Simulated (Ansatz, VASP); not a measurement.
# One calculation of ScTa3F, two programs

```xyz
5
Lattice="4.8004 0.0000 0.0000 -2.4002 4.1572 0.0000 0.0000 0.0000 5.2122" Properties=species:S:1:pos:R:3 pbc="T T T"
Sc    0.0000    2.7715    2.6061
Ta    0.0000    0.0000    3.7997
Ta    0.0000    0.0000    1.4124
Ta    2.4002    1.3857    2.6061
F     2.4002    1.3857    0.0000
```

Change from the starting cell: species swapped into the GaNi3As type (P-6m2, No. 187).

Alike in both runs: functional PBE; k mesh 6 × 6 × 4; occupations gaussian, width 0.1 eV; no spin polarisation.

Ansatz relaxed the structure, and its values are those at the end. VASP's run is a single point on that final structure, the one shown.

```csv
,VASP,Ansatz
version,VASP 6.6.1,Ansatz 0.2.0
potentials or method,"VASP PAW PBE potentials, release 64 (Sc_sv, Ta_pv, F), cutoff 520 eV","scalar-relativistic, plane waves, PAW"
valence electrons in the cell,51,57
```

VASP gave:

| Item | Value |
| --- | --- |
| gap on the k mesh at the Fermi level (eV) | none |
| pressure (GPa) | 0.0 |
| rms of the force components (eV/Å) | 0.023 |

Q: Estimate Ansatz's values.

A: gap on the k mesh at the Fermi level (eV): none; pressure (GPa): -0.1; rms of the force components (eV/Å): 0.001.

A gap of «none» marks a metal or a gap that the smearing closes. VASP's potentials hold 51 valence electrons a cell and Ansatz's 57, so a difference there can come from the potentials and not from the codes.

Neither program's run includes spin-orbit coupling.
